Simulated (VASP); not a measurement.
# Hg (P6_3/mmc) in VASP: notebook

Hg is run at these levels: LDA; tasks: single point.

All numbers are computed with VASP 6.6.1; they aren't measurements. Logs are shortened: lines on timing, memory, paths and dates and some standing lists are left out, and cuts for length are marked.

## (1) The cell of the first run

Symmetry: P6_3/mmc, No. 194, hexagonal system. The conventional cell has a = 3.012 Å, b = 3.012 Å, c = 4.977 Å, α = 90.00°, β = 90.00°, γ = 120.00°. Within 4.0 Å of Hg (site symmetry -6m2) lie 12 Hg at 3.01 to 3.04 Å.

## (2) Single point, LDA

Input file INCAR:

```
PREC = Accurate
ENCUT = 520
EDIFF = 1E-6
ISMEAR = -1
SIGMA = 0.1
LREAL = F
LASPH = T
NELM = 80
ALGO = Normal
ISIF = 2
LWAVE = F
LCHARG = F
GGA = CA
NBANDS = 19
```

Input file KPOINTS:

```
Automatic mesh
0
Gamma
  14 14 8
```

Input file POSCAR:

```
Hg
1.0
    3.0118511465      0.0000000000      0.0000000000
   -1.5059255733      2.6083396052      0.0000000000
    0.0000000000      0.0000000000      4.9773035231
Hg
2
Direct
    0.3333333333      0.6666666667      0.2500000000
    0.6666666667      0.3333333333      0.7500000000
```

Potentials or basis: VASP PAW LDA potentials, release 64 (Hg).

Launch:

```
$ cat potpaw_LDA.64/Hg/POTCAR > POTCAR
$ mpirun -np 1 vasp_std > vasp.out
```

OUTCAR:

```text
PREC = Accurate
   ENCUT = 520
   EDIFF = 1E-6
   ISMEAR = -1
   LREAL = F
   LASPH = T
   NELM = 80
   ISIF = 2
   GGA = CA

 ion  position               nearest neighbor table
   1  0.333  0.667  0.250-   2 3.04   2 3.04   2 3.04   2 3.04   2 3.04   2 3.04
   2  0.667  0.333  0.750-   1 3.04   1 3.04   1 3.04   1 3.04   1 3.04   1 3.04

  LATTYP: Found a hexagonal cell.
 ALAT       =     3.0118511465
 C/A-ratio  =     1.6525728799

  Lattice vectors:

 A1 = (   3.0118511465,   0.0000000000,   0.0000000000)
 A2 = (  -1.5059255733,   2.6083396052,   0.0000000000)
 A3 = (   0.0000000000,   0.0000000000,   4.9773035231)

Analysis of symmetry for initial positions (statically):
=====================================================================
 Subroutine PRICEL returns:
 Original cell was already a primitive cell.

 Routine SETGRP: Setting up the symmetry group for a
 hexagonal supercell.

 Subroutine GETGRP returns: Found 24 space group operations
 (whereof 12 operations were pure point group operations)
 out of a pool of 24 trial point group operations.

The static configuration has the point symmetry D_3d.
 The point group associated with its full space group is D_6h.

Analysis of symmetry for dynamics (positions and initial velocities):
=====================================================================
 Subroutine PRICEL returns:
 Original cell was already a primitive cell.

 Routine SETGRP: Setting up the symmetry group for a
 hexagonal supercell.

 Subroutine GETGRP returns: Found 24 space group operations
 (whereof 12 operations were pure point group operations)
 out of a pool of 24 trial point group operations.

The dynamic configuration has the point symmetry D_3d.
 The point group associated with its full space group is D_6h.

 Subroutine INISYM returns: Found 24 space group operations
 (whereof 12 operations are pure point group operations),
 and found     1 'primitive' translations

----------------------------------------------------------------------------------------

                                     Primitive cell

  volume of cell :      39.1014

  direct lattice vectors                    reciprocal lattice vectors
     3.011851147  0.000000000  0.000000000     0.332021721  0.191692830  0.000000000
    -1.505925573  2.608339605  0.000000000     0.000000000  0.383385660  0.000000000
     0.000000000  0.000000000  4.977303523     0.000000000  0.000000000  0.200911999

  length of vectors
     3.011851147  3.011851146  4.977303523     0.383385660  0.383385660  0.200911999

  position of ions in fractional coordinates (direct lattice)
     0.333333333  0.666666667  0.250000000
     0.666666667  0.333333333  0.750000000

  ion indices of the primitive-cell ions
   primitive index   ion index
                 1           1
                 2           2

----------------------------------------------------------------------------------------

 KPOINTS: Automatic mesh

Automatic generation of k-mesh.
 Grid dimensions read from file:
 generate k-points for:   14   14    8

 Generating k-lattice:

  Cartesian coordinates                     Fractional coordinates (reciprocal lattice)
     0.023715837  0.013692345  0.000000000     0.071428571  0.000000000  0.000000000
     0.000000000  0.027384690  0.000000000     0.000000000  0.071428571  0.000000000
     0.000000000  0.000000000  0.025114000     0.000000000  0.000000000  0.125000000

  Length of vectors
     0.027384690  0.027384690  0.025114000

  Shift w.r.t. Gamma in fractional coordinates (k-lattice)
     0.000000000  0.000000000  0.000000000

 Subroutine IBZKPT returns following result:
 ===========================================

 Found    120 irreducible k-points:

 Following reciprocal coordinates:
            Coordinates               Weight
  0.000000  0.000000  0.000000      1.000000
  0.071429  0.000000  0.000000      6.000000
  0.142857 -0.000000  0.000000      6.000000
  0.214286 -0.000000  0.000000      6.000000
  0.285714 -0.000000  0.000000      6.000000
  0.357143 -0.000000  0.000000      6.000000
[... 16 lines left out ...]
  0.285714  0.285714  0.000000      6.000000
  0.357143  0.285714  0.000000      6.000000
 [... further k-points ...]
   k-points           NKPTS =    120   k-points in BZ     NKDIM =    120   number of bands    NBANDS=     19
   number of dos      NEDOS =    301   number of ions     NIONS =      2
   total plane-waves  NPLWV =  23040
   dimension x,y,z NGX =    24 NGY =   24 NGZ =   40
   dimension x,y,z NGXF=    48 NGYF=   48 NGZF=   80
   ions per type =               2
   NGX,Y,Z   is equivalent  to a cutoff of  13.25, 13.25, 13.36 a.u.
   NGXF,Y,Z  is equivalent  to a cutoff of  26.49, 26.49, 26.72 a.u.
 SYSTEM =  unknown system
   PREC   = accura    normal or accurate (medium, high low for compatibility)
   ISTART =      0    job   : 0-new  1-cont  2-samecut
   ICHARG =      2    charge: 1-file 2-atom 10-const
   ISPIN  =      1    spin polarized calculation?
   LNONCOLLINEAR =      F non collinear calculations
   LSORBIT =      F    spin-orbit coupling
   LASPH  =      T    aspherical Exc in radial PAW
   ENCUT  =  520.0 eV  38.22 Ry    6.18 a.u.   5.60  5.60  9.25*2*pi/ulx,y,z
   NELM   =     80;   NELMIN=  2; NELMDL= -5     # of ELM steps
   EDIFF  = 0.1E-05   stopping-criterion for ELM
   LREAL  =      F    real-space projection
   EDIFFG = 0.1E-04   stopping-criterion for IOM
   NSW    =      0    number of steps for IOM
   IBRION =     -1    ionic relax: 0-MD 1-quasi-New 2-CG
   NFREE  =      0    steps in history (QN), initial steepest desc. (CG)
   ISIF   =      2    stress and relaxation
   ISYM   =      2    0-nonsym 1-usesym 2-fastsym
   POTIM  = 0.5000    time-step for ionic-motion
   TEBEG  =    0.0;   TEEND  =   0.0 temperature during run
   PSTRESS=    0.0 pullay stress
   NELECT =      24.0000    total number of electrons
   NUPDOWN=      -1.0000    fix difference up-down
   EMIN   =  10.00;   EMAX   =-10.00  energy-range for DOS
   EFERMI =   0.00;   METHOD = LEGACY
   ISMEAR =    -1;   SIGMA  =   0.10  broadening in eV -4-tet -1-fermi 0-gaus
   EFERMI_NEDOS =   21; number of points for ismear=-14 and -15
   IALGO  =     38    algorithm
   IMIX   =      4    mixing-type and parameters
     AMIX     =   0.40;   BMIX     =  1.00
     AMIX_MAG =   1.60;   BMIX_MAG =  1.00
  volume/ion in A,a.u.               =      19.55       131.93
  Fermi-wavevector in a.u.,A,eV,Ry     =   1.391280  2.629139 26.336268  1.935661
  Thomas-Fermi vector in A             =   2.515135
   LORBIT       =      0    0 simple, 1 ext, 2 COOP (PROOUT), +10 PAW based schemes
   GGA     = CA    functional components
   LHFCALC =     F    Hartree Fock is set to
   AEXX    =    0.0000 exact exchange contribution
   IVDW    =     0    specifies the selected vdW correction
   LEPSILON=     F    determine dielectric tensor
   LRPA    =     F    only Hartree local field effects (RPA)
 non-spin polarized calculation
  energy-cutoff  :      520.00
  volume of cell :       39.10
 maximum number of plane-waves:      1099
 NGX is ok and might be reduce to    24
   NGX = 11   NGY = 11   NGZ = 19

 number of electron      24.0000000 magnetization

 Free energy of the ion-electron system (eV)
  ---------------------------------------------------
  ext. energy  EPLUGINS =         0.00000000
  ---------------------------------------------------
  free energy    TOTEN  =        -1.71804638 eV

  energy without entropy =       -1.69338340  energy(sigma->0) =       -1.70571489

 E-fermi :   4.4238     XC(G=0): -12.2250

 val. band max:        4.4172839505   @ k =   0.4286   0.1429   0.5000
 cond. band min:       4.4260375847   @ k =   0.3571  -0.0000   0.0000
 fundamental gap:      0.0087536341
 Fermi energy:         4.4237615063

 k-point     1 :       0.0000    0.0000    0.0000
  band No.  band energies     occupation
      1      -6.5591      2.00000
      2      -5.0312      2.00000
      3      -3.5366      2.00000
      4      -3.3945      2.00000
      5      -3.3945      2.00000
      6      -3.1978      2.00000
[... 11 lines left out ...]
     18      19.7311      0.00000
     19      21.5057      0.00000

 k-point     2 :       0.0714    0.0000    0.0000
  band No.  band energies     occupation
      1      -6.4210      2.00000
      2      -4.9400      2.00000
      3      -3.5862      2.00000
      4      -3.3428      2.00000
      5      -3.3219      2.00000
      6      -3.2238      2.00000
[... 11 lines left out ...]
     18      20.2208      0.00000
     19      22.0472      0.00000

 k-point     3 :       0.1429   -0.0000    0.0000
  band No.  band energies     occupation
      1      -6.0254      2.00000
      2      -4.7077      2.00000
      3      -3.6808      2.00000
      4      -3.3273      2.00000
      5      -3.1543      2.00000
      6      -3.1137      2.00000
[... 11 lines left out ...]
     18      20.0363      0.00000
     19      20.3056      0.00000

 k-point     4 :       0.2143   -0.0000    0.0000
  band No.  band energies     occupation
      1      -5.4516      2.00000
      2      -4.5036      2.00000
      3      -3.6663      2.00000
      4      -3.4497      2.00000
      5      -3.3867      2.00000
      6      -3.0970      2.00000
[... 11 lines left out ...]
     18      18.2764      0.00000
     19      19.7882      0.00000

 k-point     5 :       0.2857   -0.0000    0.0000
  band No.  band energies     occupation
      1      -4.9198      2.00000
      2      -4.5266      2.00000
      3      -3.8355      2.00000
      4      -3.3643      2.00000
      5      -3.3295      2.00000
      6      -3.2300      2.00000
[... 11 lines left out ...]
     18      18.2733      0.00000
     19      18.9325      0.00000
[... 334 lines left out ...]
      2      -4.2188      2.00000
      3      -4.0777      2.00000
      4      -3.5174      2.00000
      5      -3.3803      2.00000
      6      -3.1054      2.00000
[... 11 lines left out ...]
     18      14.1115      0.00000
     19      15.5679      0.00000

 k-point    22 :       0.3571    0.2143    0.0000
  band No.  band energies     occupation
      1      -4.3694      2.00000
      2      -4.2381      2.00000
      3      -4.0989      2.00000
      4      -3.4909      2.00000
      5      -3.2208      2.00000
      6      -3.1522      2.00000
[... 11 lines left out ...]
     18      13.6881      0.00000
     19      15.3620      0.00000

 k-point    23 :       0.2857    0.2857    0.0000
  band No.  band energies     occupation
      1      -4.3563      2.00000
      2      -4.0516      2.00000
      3      -3.9389      2.00000
      4      -3.4967      2.00000
      5      -3.4016      2.00000
      6      -3.2394      2.00000
[... 11 lines left out ...]
     18      12.8160      0.00000
     19      14.8355      0.00000

 k-point    24 :       0.3571    0.2857    0.0000
  band No.  band energies     occupation
      1      -4.3823      2.00000
      2      -3.9646      2.00000
      3      -3.9307      2.00000
      4      -3.4466      2.00000
      5      -3.3980      2.00000
      6      -3.3301      2.00000
[... 11 lines left out ...]
     18      11.8942      0.00000
     19      14.6378      0.00000

 [... further k-points ...]

------------------------ aborting loop because EDIFF is reached ----------------------------------------

  FORCE on cell =-STRESS in cart. coord.  units (eV):
  Direction    XX          YY          ZZ          XY          YZ          ZX
  --------------------------------------------------------------------------------------
  -------------------------------------------------------------------------------------
  Total        2.6065994      2.6065994      2.6056842     -0.0000000     -0.0000000     -0.0000000
  in kB      106.8053761    106.8053761    106.7678737     -0.0000000     -0.0000000     -0.0000000
  external PRESSURE =     106.7928753 kB  Pullay stress =       0.0000000 kB

 VOLUME and BASIS-vectors are now :
 -----------------------------------------------------------------------------
  energy-cutoff  :      520.00
  volume of cell :       39.10
      direct lattice vectors                 reciprocal lattice vectors
     3.011851147  0.000000000  0.000000000     0.332021721  0.191692830  0.000000000
    -1.505925573  2.608339605  0.000000000     0.000000000  0.383385660  0.000000000
     0.000000000  0.000000000  4.977303523     0.000000000  0.000000000  0.200911999

 POSITION                                       TOTAL-FORCE (eV/Angst)
 -----------------------------------------------------------------------------------
     -0.00000      1.73889      1.24433        -0.000000     -0.000000      0.000000
      1.50593      0.86945      3.73298         0.000000      0.000000      0.000000
 -----------------------------------------------------------------------------------
    total drift:                               -0.000000      0.000000     -0.000000

  FREE ENERGIE OF THE ION-ELECTRON SYSTEM (eV)
  ---------------------------------------------------
  free  energy   TOTEN  =        -1.7180463782 eV

  energy  without entropy=       -1.6933833968  energy(sigma->0) =       -1.70571489
```

It took 19 s on 1 thread of Intel Xeon 6975P-C (Granite Rapids), shared host; peak memory 0.19 GiB.

What came out:

```
Free energy            : -1.7180 eV
Pressure               : 10.7 GPa
Band gap on the k mesh : zero (bands 12 and 13 overlap by 1.83 eV)
```

Caveat: the cell stands under pressure; spin-orbit coupling is left out, which moves the levels of the heavy elements.

## (3) Single point, LDA

Input file INCAR:

```
  PREC = Accurate
  ENCUT = 520
  EDIFF = 1E-6
  ISMEAR = -1
  SIGMA = 0.1
  LREAL = F
  LASPH = T
  NELM = 60
  ALGO = Normal
  ISIF = 2
  LWAVE = F
  LCHARG = F
  NBANDS = 19
```

Input file KPOINTS:

```
regular mesh
0
Gamma
  14 14 8
```

POSCAR is that of step 2.

Potentials or basis: VASP PAW LDA potentials, release 64 (Hg).

Launch:

```
$ cat potpaw_LDA.64/Hg/POTCAR > POTCAR
$ mpirun -np 1 vasp_std > vasp.out
```

It took 18 s on 1 thread of Intel Xeon 6975P-C (Granite Rapids), shared host; peak memory 0.19 GiB.

It converged, with:

| Item | Value |
| --- | --- |
| Free energy | -1.7180 eV |
| Pressure | 10.7 GPa |
| Band gap on the k mesh | zero (bands 12 and 13 overlap by 1.83 eV) |

Levels at points of the mesh, in eV from the Fermi level:
```
           k point  band 10  band 11  band 12  band 13  band 14  band 15
(0.00, 0.00, 0.00)    -6.31    -6.31    -2.79    -1.46    13.35    14.27
(0.50, 0.00, 0.00)    -6.03    -2.85    -2.40     2.80     3.30     4.07
(0.00, 0.00, 0.50)    -6.62    -6.62    -6.62     7.12     7.12    13.61
(0.50, 0.00, 0.50)    -6.08    -1.92    -1.92    -0.25    -0.25    10.07
```

Caveat: the cell stands under pressure; spin-orbit coupling is left out, which moves the levels of the heavy elements.
